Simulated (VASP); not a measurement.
# Ag (a cell with a defect) in VASP: single point with PBEsol

Aim: the single point of Ag (a cell with a defect) with PBEsol.

Everything below comes from runs of VASP 6.6.1. Logs are shortened: lines on timing, memory, paths and dates and some standing lists are left out, and cuts for length are marked.

## Step 1: The cell of the first run

The cell holds a defect, 26 atoms: a = 8.601 Å, b = 8.601 Å, c = 8.601 Å, α = 60.00°, β = 60.00°, γ = 60.00°.

## Step 2: Single point, PBEsol (atoms taken out, then relaxed in part)

Input file INCAR:

```
ALGO     = Normal         # electronic algorithm
EDIFF    = 1E-7           # SCF threshold, eV
ENCUT    = 520            # plane-wave cutoff, eV
GGA      = PS             # functional
ISIF     = 2              # what is computed and relaxed
ISMEAR   = 0              # smearing method
LASPH    = T              # aspherical terms in the spheres
LCHARG   = F              # write CHGCAR
LREAL    = Auto         
LWAVE    = F              # write WAVECAR
NBANDS   = 162            # bands
NELM     = 80             # most SCF steps
PREC     = Accurate       # precision mode
SIGMA    = 0.1            # smearing width, eV
```

Input file KPOINTS:

```
k-points
0
Gamma
  4 4 4
```

Input file POSCAR:

```
Ag
1.0
    0.0000000000      6.0816542764     -6.0816542764
    6.0816542764      6.0816542764      0.0000000000
    6.0816542764      0.0000000000     -6.0816542764
Ag
26
Direct
    0.6666666667      0.3296005376      0.6666666667
    0.6666666667      0.6703994624      0.6666666667
    0.3370661290      1.0000000000      0.6666666667
    0.3370661290      0.3296005376      0.6666666667
    0.3334379313      0.6667712646      0.6663528729
   -0.0037327957      0.0000000000      0.6666666667
   -0.0001045979      0.3332287354      0.6669804605
   -0.0037327957      0.6703994624      0.6666666667
    0.6666666667      1.0000000000      0.3370661290
    0.6666666667      0.3296005376      0.3370661290
    0.6663528729      0.6667712646      0.3334379313
    0.3334379313     -0.0003137938      0.3334379313
    0.3340482690      0.3326183976      0.3340482690
    0.3334379313      0.6667712646      0.3334379313
   -0.0037327957      0.0000000000      0.3370661290
   -0.0007149357      0.3326183976      0.3340482690
   -0.0007149357      0.6673816024      0.3340482690
    0.6666666667      0.0000000000     -0.0037327957
    0.6669804605      0.3332287354     -0.0001045979
    0.6666666667      0.6703994624     -0.0037327957
    0.3370661290      0.0000000000     -0.0037327957
    0.3340482690      0.3326183976     -0.0007149357
    0.3340482690      0.6673816024     -0.0007149357
   -0.0001045979      0.0003137938     -0.0001045979
   -0.0001045979      0.3332287354     -0.0001045979
   -0.0007149357      0.6673816024     -0.0007149357
```

Potentials or basis: VASP PAW PBE potentials, release 64 (Ag).

Started as:

```sh
cat potpaw_PBE.64/Ag/POTCAR > POTCAR
mpirun -np 1 vasp_std > vasp.out
```

OUTCAR:

```text
EDIFF = 1E-7
   ENCUT = 520
   GGA = PS
   ISIF = 2
   ISMEAR = 0
   LASPH = T
   LREAL = Auto
   NELM = 80
   PREC = Accurate

 ion  position               nearest neighbor table
   1  0.667  0.330  0.667-   6 2.83  18 2.83  10 2.83   4 2.83  16 2.86  22 2.86  19 2.88   7 2.88
                             5 2.88  11 2.88   2 2.93
   2  0.667  0.670  0.667-   8 2.83  20 2.83   9 2.83   3 2.83  17 2.86  23 2.86   7 2.88  19 2.88
                             5 2.88  11 2.88   1 2.93
   3  0.337  0.000  0.667-  21 2.83   4 2.83   2 2.83   9 2.83  23 2.86  13 2.86   7 2.88  24 2.88
                             5 2.88  12 2.88   6 2.93
   4  0.337  0.330  0.667-  21 2.83   3 2.83  10 2.83   1 2.83  22 2.86  13 2.86   7 2.88  25 2.88
                            14 2.88   5 2.88   8 2.93
   5  0.333  0.667  0.666-  11 2.86  12 2.86  14 2.86  23 2.87  22 2.87  26 2.87   3 2.88   6 2.88
                             8 2.88   1 2.88   2 2.88   4 2.88
   6  0.996  0.000  0.667-  18 2.83   1 2.83   8 2.83  15 2.83  26 2.86  16 2.86   5 2.88   7 2.88
                            24 2.88  12 2.88   3 2.93
   7  1.000  0.333  0.667-  19 2.86  24 2.86  25 2.86  13 2.87  17 2.87  16 2.87   4 2.88   3 2.88
                             1 2.88   6 2.88   8 2.88   2 2.88
   8  0.996  0.670  0.667-   2 2.83  20 2.83   6 2.83  15 2.83  26 2.86  17 2.86   5 2.88   7 2.88
                            25 2.88  14 2.88   4 2.93
   9  0.667  0.000  0.337-  15 2.83  10 2.83   2 2.83   3 2.83  17 2.86  13 2.86  19 2.88  24 2.88
[... 21 lines left out ...]
  20  0.667  0.670  0.996-   2 2.83   8 2.83  18 2.83  21 2.83  26 2.86  23 2.86  11 2.88  19 2.88
                            25 2.88  14 2.88  10 2.93
  21  0.337  0.000  0.996-   3 2.83   4 2.83  20 2.83  18 2.83  22 2.86  23 2.86  24 2.88  25 2.88
                            14 2.88  12 2.88  15 2.93
  22  0.334  0.333  0.999-   4 2.86  21 2.86   1 2.86  18 2.86  25 2.87  12 2.87   5 2.87  19 2.87
                            13 2.88  16 2.88  26 2.88  23 2.88
  23  0.334  0.667  0.999-   3 2.86  21 2.86   2 2.86  20 2.86   5 2.87  24 2.87  14 2.87  19 2.87
                            17 2.88  26 2.88  13 2.88  22 2.88
  24  1.000  0.000  1.000-   7 2.86  19 2.86  25 2.86  23 2.87  17 2.87  26 2.87  21 2.88  15 2.88
                             9 2.88   3 2.88  18 2.88   6 2.88
  25  1.000  0.333  1.000-   7 2.86  19 2.86  24 2.86  22 2.87  16 2.87  26 2.87  10 2.88   4 2.88
                            21 2.88  15 2.88   8 2.88  20 2.88
  26  0.999  0.667  0.999-   8 2.86  20 2.86  18 2.86   6 2.86  25 2.87  11 2.87   5 2.87  24 2.87
                            17 2.88  23 2.88  22 2.88  16 2.88

  LATTYP: Found a face centered cubic cell.
 ALAT       =    12.1633085528

  Lattice vectors:

 A1 = (   0.0000000000,   6.0816542764,  -6.0816542764)
 A2 = (   6.0816542764,   6.0816542764,   0.0000000000)
 A3 = (   6.0816542764,   0.0000000000,  -6.0816542764)

Analysis of symmetry for initial positions (statically):
=====================================================================
 Subroutine PRICEL returns:
 Original cell was already a primitive cell.

 Routine SETGRP: Setting up the symmetry group for a
 face centered cubic supercell.

 Subroutine GETGRP returns: Found 48 space group operations
 (whereof  6 operations were pure point group operations)
 out of a pool of 48 trial point group operations.

The static configuration has the point symmetry C_3v.
 The point group associated with its full space group is O_h .

Analysis of symmetry for dynamics (positions and initial velocities):
=====================================================================
 Subroutine PRICEL returns:
 Original cell was already a primitive cell.

 Routine SETGRP: Setting up the symmetry group for a
 face centered cubic supercell.

 Subroutine GETGRP returns: Found 48 space group operations
 (whereof  6 operations were pure point group operations)
 out of a pool of 48 trial point group operations.

The dynamic configuration has the point symmetry C_3v.
 The point group associated with its full space group is O_h .

 Subroutine INISYM returns: Found 48 space group operations
 (whereof  6 operations are pure point group operations),
 and found     1 'primitive' translations

----------------------------------------------------------------------------------------

                                     Primitive cell

  volume of cell :     449.8784

  direct lattice vectors                    reciprocal lattice vectors
     0.000000000  6.081654276 -6.081654276    -0.082214473  0.082214473 -0.082214473
     6.081654276  6.081654276  0.000000000     0.082214473  0.082214473  0.082214473
     6.081654276  0.000000000 -6.081654276     0.082214473 -0.082214473 -0.082214473

  length of vectors
[... 70 lines left out ...]
    -0.020553618  0.020553618 -0.020553618     0.250000000  0.000000000  0.000000000
     0.020553618  0.020553618  0.020553618     0.000000000  0.250000000  0.000000000
     0.020553618 -0.020553618 -0.020553618     0.000000000  0.000000000  0.250000000

  Length of vectors
     0.035599911  0.035599911  0.035599911

  Shift w.r.t. Gamma in fractional coordinates (k-lattice)
     0.000000000  0.000000000  0.000000000

 Subroutine IBZKPT returns following result:
 ===========================================

 Found      8 irreducible k-points:

 Following reciprocal coordinates:
            Coordinates               Weight
  0.000000  0.000000  0.000000      1.000000
  0.250000  0.000000  0.000000      8.000000
  0.500000  0.000000  0.000000      4.000000
  0.250000  0.250000  0.000000      6.000000
  0.500000  0.250000  0.000000     24.000000
 -0.250000  0.250000  0.000000     12.000000
  0.500000  0.500000  0.000000      3.000000
 -0.250000  0.500000  0.250000      6.000000
   k-points           NKPTS =      8   k-points in BZ     NKDIM =      8   number of bands    NBANDS=    162
   number of dos      NEDOS =    301   number of ions     NIONS =     26
   total plane-waves  NPLWV = 262144
   dimension x,y,z NGX =    64 NGY =   64 NGZ =   64
   dimension x,y,z NGXF=   128 NGYF=  128 NGZF=  128
   ions per type =              26
   NGX,Y,Z   is equivalent  to a cutoff of  12.37, 12.37, 12.37 a.u.
   NGXF,Y,Z  is equivalent  to a cutoff of  24.74, 24.74, 24.74 a.u.
 SYSTEM =  unknown system
   PREC   = accura    normal or accurate (medium, high low for compatibility)
   ISTART =      0    job   : 0-new  1-cont  2-samecut
   ICHARG =      2    charge: 1-file 2-atom 10-const
   ISPIN  =      1    spin polarized calculation?
   LNONCOLLINEAR =      F non collinear calculations
   LSORBIT =      F    spin-orbit coupling
   LASPH  =      T    aspherical Exc in radial PAW
   ENCUT  =  520.0 eV  38.22 Ry    6.18 a.u.  15.99 15.99 15.99*2*pi/ulx,y,z
   NELM   =     80;   NELMIN=  2; NELMDL= -5     # of ELM steps
   EDIFF  = 0.1E-06   stopping-criterion for ELM
   LREAL  =      T    real-space projection
   EDIFFG = 0.1E-05   stopping-criterion for IOM
   NSW    =      0    number of steps for IOM
   IBRION =     -1    ionic relax: 0-MD 1-quasi-New 2-CG
   NFREE  =      0    steps in history (QN), initial steepest desc. (CG)
   ISIF   =      2    stress and relaxation
   ISYM   =      2    0-nonsym 1-usesym 2-fastsym
   POTIM  = 0.5000    time-step for ionic-motion
   TEBEG  =    0.0;   TEEND  =   0.0 temperature during run
   PSTRESS=    0.0 pullay stress
   NELECT =     286.0000    total number of electrons
   NUPDOWN=      -1.0000    fix difference up-down
   EMIN   =  10.00;   EMAX   =-10.00  energy-range for DOS
   EFERMI =   0.00;   METHOD = LEGACY
   ISMEAR =     0;   SIGMA  =   0.10  broadening in eV -4-tet -1-fermi 0-gaus
   EFERMI_NEDOS =   21; number of points for ismear=-14 and -15
   IALGO  =     38    algorithm
   IMIX   =      4    mixing-type and parameters
     AMIX     =   0.40;   BMIX     =  1.00
     AMIX_MAG =   1.60;   BMIX_MAG =  1.00
  volume/ion in A,a.u.               =      17.30       116.77
  Fermi-wavevector in a.u.,A,eV,Ry     =   1.407662  2.660096 26.960119  1.981513
  Thomas-Fermi vector in A             =   2.529899
   LORBIT       =      0    0 simple, 1 ext, 2 COOP (PROOUT), +10 PAW based schemes
   GGA     = PS    functional components
   LHFCALC =     F    Hartree Fock is set to
   AEXX    =    0.0000 exact exchange contribution
   IVDW    =     0    specifies the selected vdW correction
   LEPSILON=     F    determine dielectric tensor
   LRPA    =     F    only Hartree local field effects (RPA)
 non-spin polarized calculation
 Gauss-broadening in eV      SIGMA  =   0.10
  energy-cutoff  :      520.00
  volume of cell :      449.88
 maximum number of plane-waves:     12180
   NGX = 31   NGY = 31   NGZ = 31

 number of electron     286.0000014 magnetization

 Free energy of the ion-electron system (eV)
  ---------------------------------------------------
  ext. energy  EPLUGINS =         0.00000000
  ---------------------------------------------------
  free energy    TOTEN  =       -84.83982890 eV

  energy without entropy =      -84.79056209  energy(sigma->0) =      -84.81519549

 E-fermi :   7.9437     XC(G=0): -12.2867

 val. band max:        7.9378342685   @ k =   0.5000   0.5000   0.0000
 cond. band min:       8.0472004347   @ k =   0.5000   0.5000   0.0000
 fundamental gap:      0.1093661662
 Fermi energy:         7.9437202691

 k-point     1 :       0.0000    0.0000    0.0000
  band No.  band energies     occupation
      1       0.2150      2.00000
      2       1.6558      2.00000
      3       1.6698      2.00000
      4       1.6698      2.00000
      5       1.6698      2.00000
      6       1.7528      2.00000
[... 1253 lines left out ...]
    154      10.5959      0.00000
    155      10.5959      0.00000
 [bands above 155 left out]

------------------------ aborting loop because EDIFF is reached ----------------------------------------

  FORCE on cell =-STRESS in cart. coord.  units (eV):
  Direction    XX          YY          ZZ          XY          YZ          ZX
  --------------------------------------------------------------------------------------
  -------------------------------------------------------------------------------------
  Total       -4.0675060     -4.0675060     -4.0675060     -0.0000000      0.0000000     -0.0000000
  in kB      -14.4858373    -14.4858373    -14.4858373     -0.0000000      0.0000000     -0.0000000
  external PRESSURE =     -14.4858373 kB  Pullay stress =       0.0000000 kB

 VOLUME and BASIS-vectors are now :
 -----------------------------------------------------------------------------
  energy-cutoff  :      520.00
  volume of cell :      449.88
      direct lattice vectors                 reciprocal lattice vectors
     0.000000000  6.081654276 -6.081654276    -0.082214473  0.082214473 -0.082214473
     6.081654276  6.081654276  0.000000000     0.082214473  0.082214473  0.082214473
     6.081654276  0.000000000 -6.081654276     0.082214473 -0.082214473 -0.082214473

 POSITION                                       TOTAL-FORCE (eV/Angst)
 -----------------------------------------------------------------------------------
      6.05895      6.05895     -8.10887         0.000128      0.000128      0.000000
      8.13157      8.13157     -8.10887        -0.000128     -0.000128      0.000000
      4.05444      2.04992     -6.10436         0.000000     -0.000128      0.000128
      6.05895      4.05444     -6.10436         0.000128      0.000000      0.000128
      8.10760      6.08293     -6.08038        -0.002441      0.002441      0.002441
      4.05444      6.05895    -10.11339         0.000000      0.000128     -0.000128
[... 18 lines left out ...]
      8.10760      8.10760    -12.16204        -0.002441     -0.002441      0.002441
     10.13609     10.13609    -12.15461         0.000000      0.000000     -0.000755
 -----------------------------------------------------------------------------------
    total drift:                               -0.000021     -0.000020     -0.000022

  FREE ENERGIE OF THE ION-ELECTRON SYSTEM (eV)
  ---------------------------------------------------
  free  energy   TOTEN  =       -84.8398289001 eV

  energy  without entropy=      -84.7905620895  energy(sigma->0) =      -84.81519549
```

Wall time 22 min (1 thread of Intel Xeon Platinum 8259CL at 2.50GHz (Skylake/Cascade Lake), shared host); peak memory 0.76 GiB.

What came out:

```
Free energy            : -84.8398 eV
Pressure               : -1.4 GPa
Largest force          : 0.004 eV/Å
Band gap on the k mesh : zero (bands 143 and 144 overlap by 2.07 eV)
```

Forces on the atoms (eV/Å):
```
Ag   0.000  0.000  0.000
Ag   0.000  0.000  0.000
Ag   0.000  0.000  0.000
Ag   0.000  0.000  0.000
Ag  -0.002  0.002  0.002
Ag   0.000  0.000  0.000
Ag   0.002 -0.002 -0.002
Ag   0.000  0.000  0.000
Ag   0.000  0.000  0.000
Ag   0.000  0.000  0.000
Ag   0.002 -0.002  0.002
Ag  -0.002 -0.002 -0.002
Ag   0.000  0.000  0.001
Ag   0.002  0.002 -0.002
Ag   0.000  0.000  0.000
Ag   0.000  0.001  0.000
Ag  -0.001  0.000  0.000
Ag   0.000  0.000  0.000
Ag  -0.002  0.002 -0.002
Ag   0.000  0.000  0.000
Ag   0.000  0.000  0.000
Ag   0.001  0.000  0.000
Ag   0.000 -0.001  0.000
Ag   0.002  0.002  0.002
Ag  -0.002 -0.002  0.002
Ag   0.000  0.000 -0.001
```

Caveat: the cell differs from its parent crystal (atoms taken out, then relaxed in part); the PAW data sets were made with another functional, which shifts forces and pressure a little.

The gap in the log of VASP goes by the Fermi energy; the results here count the filled bands.